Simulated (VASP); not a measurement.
Write the native input for VASP 6.6.1 that does the following.

* Task: relaxation of cell and atoms
* Functional: PBEsol
* Potentials or basis: VASP PAW PBE potentials, release 64 (Ge_d)
* Cutoff: 500 eV
* k mesh: 9 × 9 × 5
* Occupations: fermi-dirac, width 0.3 eV
* Spin: no spin polarisation
* Dipole correction: no
* Further INCAR settings: ALGO = Normal; EDIFF = 1e-07; IBRION = 2; EDIFFG = -0.01; NSW = 80; ISIF = 3

The structure of Ge lies in POSCAR:

```
Ge
1.0
    1.4880530000     -2.5946895000      0.0000000000
    1.4880530000      2.5946895000      0.0000000000
    0.0000000000      0.0000000000      4.7275960000
Ge
2
Direct
    0.6665530000      0.3334470000      0.7500000000
    0.3334470000      0.6665530000      0.2500000000
```

This isn't the form of Ge at room conditions, which is diamond.

These files were run (other wordings do the same):

INCAR

```
SYSTEM = Ge
ALGO = Normal
EDIFF = 1E-7
EDIFFG = -0.01
ENCUT = 500
GGA = PS
GGA_COMPAT = .FALSE.
IBRION = 2
ISIF = 3
ISMEAR = -1
LASPH = .TRUE.
LCHARG = .FALSE.
LREAL = .FALSE.
LWAVE = .FALSE.
NELM = 120
NELMIN = 4
NSW = 80
PREC = Accurate
SIGMA = 0.3
```

KPOINTS

```
k-points
0
G
  9 9 5
  0 0 0
```

Potentials or basis: VASP PAW PBE potentials, release 64 (Ge_d).

The run is started by

```console
$ cat potpaw_PBE.64/Ge_d/POTCAR > POTCAR
$ mpirun -np 1 vasp_std > vasp.out
```

Results of the run:

```yaml
Relaxed_volume: 18.46 Å³/atom
Relaxed_cell: a = 2.926 Å, b = 2.926 Å, c = 4.981 Å, α = 90.00°, β = 90.00°, γ = 120.00°
Space_group_after_relaxing_to_0.1_Å: P6_3/mmc (No. 194)
Energy_gained_by_relaxing: 8.7 meV/atom
Ionic_steps: 11
Pressure_after_relaxing: 0.0 GPa
Band_gap_on_the_k_mesh: zero (bands 14 and 15 overlap by 10.50 eV)
```

Caveat: so wide a smearing shifts energies and pressures; the PAW data sets were made with another functional, which shifts forces and pressure a little.

Wall time 4.3 min on 1 thread of Intel(R) Xeon(R) Platinum 8259CL CPU @ 2.50GHz (Skylake/Cascade Lake) (shared host), peak memory 0.18 GiB.
